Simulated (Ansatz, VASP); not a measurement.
**CoO in VASP and in Ansatz**

```
Co O
1.0
     1.41670    0.81793    2.75527
    -1.41670    0.81793    2.75527
     0.00000   -1.63587    2.75527
Co O
1 1
Direct
  0.00000 0.00000 0.00000
  0.50000 0.50000 0.50000
```

Alike in both runs: task single point; functional PBEsol; k mesh 24 × 24 × 24; occupations gaussian, width 0.15 eV; collinear spin.

```csv
,VASP,Ansatz
version,VASP 6.6.1,Ansatz 0.2.0
potentials or method,"VASP PAW PBE potentials, release 64 (Co, O), cutoff 520 eV","scalar-relativistic, plane waves, PAW"
valence electrons in the cell,15,23
```

```tsv
	VASP	Ansatz	Ansatz less VASP
gap on the k mesh at the Fermi level (eV)	none	none	-
pressure (GPa)	-13.8	-13.2	+0.60
traceless stress, the component that is largest in VASP (GPa)	-5.47	-5.02	+0.451
net moment per atom (μB)	1.43	1.44	+0.013
size of the moment on the site where the two differ most (μB)	2.50	2.45	-0.047
```

VASP's potentials were made for PBE, not for PBEsol. Site moments also hang on the region over which each program counts them. A gap of «none» marks a metal or a gap that the smearing closes. VASP's potentials hold 15 valence electrons a cell and Ansatz's 23, so a difference there can come from the potentials and not from the codes.
